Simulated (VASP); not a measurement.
# LaAgS2 (P4/mmm) in VASP: further runs

LaAgS2 is run at these levels: r2SCAN, PBEsol, LDA, PBE; tasks: single point, relaxation of cell and atoms.

Program: VASP 6.6.1. These are calculated values, not measurements. Logs are shortened: lines on timing, memory, paths and dates and some standing lists are left out, and cuts for length are marked.

### Step 1. The cell of the first run

Symmetry: P4/mmm, No. 123, tetragonal system. Conventional cell: a = 4.130 Å, b = 4.130 Å, c = 5.605 Å, α = 90.00°, β = 90.00°, γ = 90.00°. Within 3.7 Å of Ag (site symmetry 4/mmm) lie 6 S at 2.80 to 2.92 Å. Within 3.7 Å of S (site symmetry 4/mmm) lie 2 Ag at 2.80 Å and 4 La at 2.92 Å. Within 3.7 Å of S (site symmetry 4/mmm) lie 2 La at 2.80 Å and 4 Ag at 2.92 Å. La (site symmetry 4/mmm) has 6 S at 2.80 to 2.92 Å within 3.7 Å.

### Step 2. Single point, r2SCAN

Input file POSCAR:

```
LaAgS2
1.0
    4.1300216913      0.0000000000      0.0000000000
    0.0000000000      4.1300216913      0.0000000000
    0.0000000000      0.0000000000      5.6048983238
Ag S La
1 2 1
Direct
    0.0000000000      0.0000000000      0.0000000000
    0.0000000000      0.0000000000      0.5000000000
    0.5000000000      0.5000000000      0.0000000000
    0.5000000000      0.5000000000      0.5000000000
```

Input file INCAR.step1:

```
PREC = Accurate ; ENCUT = 520
ISMEAR = -1 ; SIGMA = 0.02
LREAL = False ; LASPH = True
NELM = 100 ; NBANDS = 25
GGA = PE ; ALGO = Normal
EDIFF = 1E-4 ; LWAVE = True
LCHARG = False
```

Input file INCAR.step2:

```
PREC = Accurate ; ENCUT = 520
EDIFF = 1E-6 ; ISMEAR = -1
SIGMA = 0.02 ; LREAL = False
LASPH = True ; NELM = 100
ALGO = Normal ; ISIF = 2
LWAVE = False ; LCHARG = True
METAGGA = R2SCAN ; LMIXTAU = True
LELF = True ; LVHAR = True
NBANDS = 25 ; ISTART = 1
```

Input file KPOINTS:

```
regular mesh
0
Gamma
  6 6 6
```

Potentials or basis: VASP PAW PBE potentials, release 64 (Ag, S, La).

Command:

```sh
$ cat potpaw_PBE.64/Ag/POTCAR potpaw_PBE.64/S/POTCAR potpaw_PBE.64/La/POTCAR > POTCAR
$ cp INCAR.step1 INCAR
$ mpirun -np 1 vasp_std > vasp.out
$ cp INCAR.step2 INCAR
$ mpirun -np 1 vasp_std > vasp.out
```

OUTCAR:

```text
PREC = Accurate
   ENCUT = 520
   EDIFF = 1E-6
   ISMEAR = -1
   LREAL = False
   LASPH = True
   NELM = 100
   ISIF = 2
   METAGGA = R2SCAN
   ISTART = 1

 ion  position               nearest neighbor table
   1  0.000  0.000  0.000-   2 2.80   2 2.80   3 2.92   3 2.92   3 2.92   3 2.92
   2  0.000  0.000  0.500-   1 2.80   1 2.80   4 2.92   4 2.92   4 2.92   4 2.92
   3  0.500  0.500  0.000-   4 2.80   4 2.80   1 2.92   1 2.92   1 2.92   1 2.92
   4  0.500  0.500  0.500-   3 2.80   3 2.80   2 2.92   2 2.92   2 2.92   2 2.92

  LATTYP: Found a simple tetragonal cell.
 ALAT       =     4.1300216913
 C/A-ratio  =     1.3571111105

  Lattice vectors:

 A1 = (   4.1300216913,   0.0000000000,   0.0000000000)
 A2 = (   0.0000000000,   4.1300216913,   0.0000000000)
 A3 = (   0.0000000000,   0.0000000000,   5.6048983238)

Analysis of symmetry for initial positions (statically):
=====================================================================
 Subroutine PRICEL returns:
 Original cell was already a primitive cell.

 Routine SETGRP: Setting up the symmetry group for a
 simple tetragonal supercell.

 Subroutine GETGRP returns: Found 16 space group operations
 (whereof 16 operations were pure point group operations)
 out of a pool of 16 trial point group operations.

The static configuration has the point symmetry D_4h.

Analysis of symmetry for dynamics (positions and initial velocities):
=====================================================================
 Subroutine PRICEL returns:
 Original cell was already a primitive cell.

 Routine SETGRP: Setting up the symmetry group for a
 simple tetragonal supercell.

 Subroutine GETGRP returns: Found 16 space group operations
 (whereof 16 operations were pure point group operations)
 out of a pool of 16 trial point group operations.

The dynamic configuration has the point symmetry D_4h.

 Subroutine INISYM returns: Found 16 space group operations
 (whereof 16 operations are pure point group operations),
 and found     1 'primitive' translations

----------------------------------------------------------------------------------------

                                     Primitive cell

  volume of cell :      95.6032

  direct lattice vectors                    reciprocal lattice vectors
     4.130021691  0.000000000  0.000000000     0.242129479  0.000000000  0.000000000
     0.000000000  4.130021691  0.000000000     0.000000000  0.242129479  0.000000000
     0.000000000  0.000000000  5.604898324     0.000000000  0.000000000  0.178415369

  length of vectors
     4.130021691  4.130021691  5.604898324     0.242129479  0.242129479  0.178415369

  position of ions in fractional coordinates (direct lattice)
     0.000000000  0.000000000  0.000000000
     0.000000000  0.000000000  0.500000000
     0.500000000  0.500000000  0.000000000
     0.500000000  0.500000000  0.500000000

  ion indices of the primitive-cell ions
   primitive index   ion index
                 1           1
                 2           2
                 3           3
                 4           4

----------------------------------------------------------------------------------------

 KPOINTS: regular mesh

Automatic generation of k-mesh.
 Grid dimensions read from file:
 generate k-points for:    6    6    6

 Generating k-lattice:

  Cartesian coordinates                     Fractional coordinates (reciprocal lattice)
     0.040354913  0.000000000  0.000000000     0.166666667  0.000000000  0.000000000
     0.000000000  0.040354913  0.000000000     0.000000000  0.166666667  0.000000000
     0.000000000  0.000000000  0.029735895     0.000000000  0.000000000  0.166666667

  Length of vectors
     0.040354913  0.040354913  0.029735895

  Shift w.r.t. Gamma in fractional coordinates (k-lattice)
     0.000000000  0.000000000  0.000000000

 Subroutine IBZKPT returns following result:
 ===========================================

 Found     40 irreducible k-points:

 Following reciprocal coordinates:
            Coordinates               Weight
  0.000000  0.000000  0.000000      1.000000
  0.166667  0.000000  0.000000      4.000000
  0.333333  0.000000  0.000000      4.000000
  0.500000  0.000000  0.000000      2.000000
  0.166667  0.166667  0.000000      4.000000
  0.333333  0.166667  0.000000      8.000000
[... 16 lines left out ...]
  0.333333  0.000000  0.333333      8.000000
  0.500000  0.000000  0.333333      4.000000
 [... further k-points ...]
   k-points           NKPTS =     40   k-points in BZ     NKDIM =     40   number of bands    NBANDS=     25
   number of dos      NEDOS =    301   number of ions     NIONS =      4
   total plane-waves  NPLWV =  43008
   dimension x,y,z NGX =    32 NGY =   32 NGZ =   42
   dimension x,y,z NGXF=    64 NGYF=   64 NGZF=   84
   ions per type =               1   2   1
   NGX,Y,Z   is equivalent  to a cutoff of  12.88, 12.88, 12.46 a.u.
   NGXF,Y,Z  is equivalent  to a cutoff of  25.76, 25.76, 24.92 a.u.
 SYSTEM =  unknown system
   PREC   = accura    normal or accurate (medium, high low for compatibility)
   ISTART =      1    job   : 0-new  1-cont  2-samecut
   ICHARG =      0    charge: 1-file 2-atom 10-const
   ISPIN  =      1    spin polarized calculation?
   LNONCOLLINEAR =      F non collinear calculations
   LSORBIT =      F    spin-orbit coupling
   LASPH  =      T    aspherical Exc in radial PAW
   ENCUT  =  520.0 eV  38.22 Ry    6.18 a.u.   7.68  7.68 10.42*2*pi/ulx,y,z
   NELM   =    100;   NELMIN=  2; NELMDL=  0     # of ELM steps
   EDIFF  = 0.1E-05   stopping-criterion for ELM
   LREAL  =      F    real-space projection
   EDIFFG = 0.1E-04   stopping-criterion for IOM
   NSW    =      0    number of steps for IOM
   IBRION =     -1    ionic relax: 0-MD 1-quasi-New 2-CG
   NFREE  =      0    steps in history (QN), initial steepest desc. (CG)
   ISIF   =      2    stress and relaxation
   ISYM   =      2    0-nonsym 1-usesym 2-fastsym
   POTIM  = 0.5000    time-step for ionic-motion
   TEBEG  =    0.0;   TEEND  =   0.0 temperature during run
   PSTRESS=    0.0 pullay stress
   NELECT =      34.0000    total number of electrons
   NUPDOWN=      -1.0000    fix difference up-down
   EMIN   =  10.00;   EMAX   =-10.00  energy-range for DOS
   EFERMI =   0.00;   METHOD = LEGACY
   ISMEAR =    -1;   SIGMA  =   0.02  broadening in eV -4-tet -1-fermi 0-gaus
   EFERMI_NEDOS =   21; number of points for ismear=-14 and -15
   IALGO  =     38    algorithm
   IMIX   =      4    mixing-type and parameters
     AMIX     =   0.40;   BMIX     =  1.00
     AMIX_MAG =   1.60;   BMIX_MAG =  1.00
  volume/ion in A,a.u.               =      23.90       161.29
  Fermi-wavevector in a.u.,A,eV,Ry     =   1.159873  2.191842 18.303982  1.345305
  Thomas-Fermi vector in A             =   2.296461
   LORBIT       =      0    0 simple, 1 ext, 2 COOP (PROOUT), +10 PAW based schemes
   METAGGA = R2SCAN    functional components
   LHFCALC =     F    Hartree Fock is set to
   AEXX    =    0.0000 exact exchange contribution
   IVDW    =     0    specifies the selected vdW correction
   LEPSILON=     F    determine dielectric tensor
   LRPA    =     F    only Hartree local field effects (RPA)
 non-spin polarized calculation
  energy-cutoff  :      520.00
  volume of cell :       95.60
 maximum number of plane-waves:      2594
 NGX is ok and might be reduce to    32
   NGX = 15   NGY = 15   NGZ = 21

 number of electron      34.0000001 magnetization

 Free energy of the ion-electron system (eV)
  ---------------------------------------------------
  ext. energy  EPLUGINS =         0.00000000
  ---------------------------------------------------
  free energy    TOTEN  =       -73.13096643 eV

  energy without entropy =      -73.12924682  energy(sigma->0) =      -73.13010663

 E-fermi :   6.1278     XC(G=0): -10.4078

 val. band max:        6.1246114515   @ k =   0.0000   0.0000   0.1667
 cond. band min:       6.1328703434   @ k =   0.0000   0.0000   0.0000
 fundamental gap:      0.0082588919
 Fermi energy:         6.1278147435

 k-point     1 :       0.0000    0.0000    0.0000
  band No.  band energies     occupation
      1     -27.5635      2.00000
      2     -10.9173      2.00000
      3     -10.8266      2.00000
      4     -10.8266      2.00000
      5      -7.3886      2.00000
      6      -6.4497      2.00000
[... 17 lines left out ...]
     24       9.1624      0.00000
     25       9.1624      0.00000

 k-point     2 :       0.1667    0.0000    0.0000
  band No.  band energies     occupation
      1     -27.5566      2.00000
      2     -11.0424      2.00000
      3     -10.9069      2.00000
      4     -10.8066      2.00000
      5      -7.1038      2.00000
      6      -6.3920      2.00000
[... 17 lines left out ...]
     24       9.1887      0.00000
     25       9.2460      0.00000

 k-point     3 :       0.3333    0.0000    0.0000
  band No.  band energies     occupation
      1     -27.5428      2.00000
      2     -11.4060      2.00000
      3     -10.8861      2.00000
      4     -10.7659      2.00000
      5      -6.5791      2.00000
      6      -6.2766      2.00000
[... 17 lines left out ...]
     24       9.2097      0.00000
     25       9.3791      0.00000

 k-point     4 :       0.5000    0.0000    0.0000
  band No.  band energies     occupation
      1     -27.5359      2.00000
      2     -11.5647      2.00000
      3     -10.8756      2.00000
      4     -10.7453      2.00000
      5      -6.2977      2.00000
      6      -6.2470      2.00000
[... 17 lines left out ...]
     24       9.2219      0.00000
     25       9.2604      0.00000
[... 477 lines left out ...]
 k-point    22 :       0.1667    0.0000    0.3333
  band No.  band energies     occupation
      1     -27.5555      2.00000
      2     -11.0937      2.00000
      3     -11.0385      2.00000
      4     -10.8049      2.00000
      5      -7.0247      2.00000
      6      -5.8520      2.00000
[... 17 lines left out ...]
     24       9.0327      0.00000
     25       9.2936      0.00000

 k-point    23 :       0.3333    0.0000    0.3333
  band No.  band energies     occupation
      1     -27.5417      2.00000
      2     -11.3999      2.00000
      3     -11.0658      2.00000
      4     -10.7642      2.00000
      5      -6.5002      2.00000
      6      -5.7369      2.00000
[... 17 lines left out ...]
     24       9.0083      0.00000
     25       9.5514      0.00000

 k-point    24 :       0.5000    0.0000    0.3333
  band No.  band energies     occupation
      1     -27.5348      2.00000
      2     -11.5579      2.00000
      3     -11.0518      2.00000
      4     -10.7435      2.00000
      5      -6.2470      2.00000
      6      -5.6775      2.00000
[... 17 lines left out ...]
     24       9.0244      0.00000
     25       9.8585      0.00000

 [... further k-points ...]

------------------------ aborting loop because EDIFF is reached ----------------------------------------

  FORCE on cell =-STRESS in cart. coord.  units (eV):
  Direction    XX          YY          ZZ          XY          YZ          ZX
  --------------------------------------------------------------------------------------
  -------------------------------------------------------------------------------------
  Total       -0.1075567     -0.1075567     -0.1283505      0.0000000      0.0000000      0.0000000
  in kB       -1.8025007     -1.8025007     -2.1509772      0.0000000      0.0000000      0.0000000
  external PRESSURE =      -1.9186595 kB  Pullay stress =       0.0000000 kB

 VOLUME and BASIS-vectors are now :
 -----------------------------------------------------------------------------
  energy-cutoff  :      520.00
  volume of cell :       95.60
      direct lattice vectors                 reciprocal lattice vectors
     4.130021691  0.000000000  0.000000000     0.242129479  0.000000000  0.000000000
     0.000000000  4.130021691  0.000000000     0.000000000  0.242129479  0.000000000
     0.000000000  0.000000000  5.604898324     0.000000000  0.000000000  0.178415369

 POSITION                                       TOTAL-FORCE (eV/Angst)
 -----------------------------------------------------------------------------------
      0.00000      0.00000      0.00000         0.000000      0.000000      0.000000
      0.00000      0.00000      2.80245         0.000000      0.000000      0.000000
      2.06501      2.06501      0.00000         0.000000      0.000000      0.000000
      2.06501      2.06501      2.80245         0.000000      0.000000      0.000000
 -----------------------------------------------------------------------------------
    total drift:                               -0.000000     -0.000000     -0.000000

  FREE ENERGIE OF THE ION-ELECTRON SYSTEM (eV)
  ---------------------------------------------------
  free  energy   TOTEN  =       -73.1309664289 eV

  energy  without entropy=      -73.1292468222  energy(sigma->0) =      -73.13010663
```

Run time: 4.9 min. Hardware: 1 thread of Oxide Virtual Turin-like, shared host; peak memory 0.26 GiB.

Results:

```
Free energy            : -73.1310 eV
Pressure               : -0.2 GPa
Band gap on the k mesh : zero (bands 17 and 18 overlap by 0.08 eV)
```

Caveat: the PAW data sets were made with another functional, which shifts forces and pressure a little; spin-orbit coupling is left out, which moves the levels of the heavy elements.

[end of part 1 of 2]
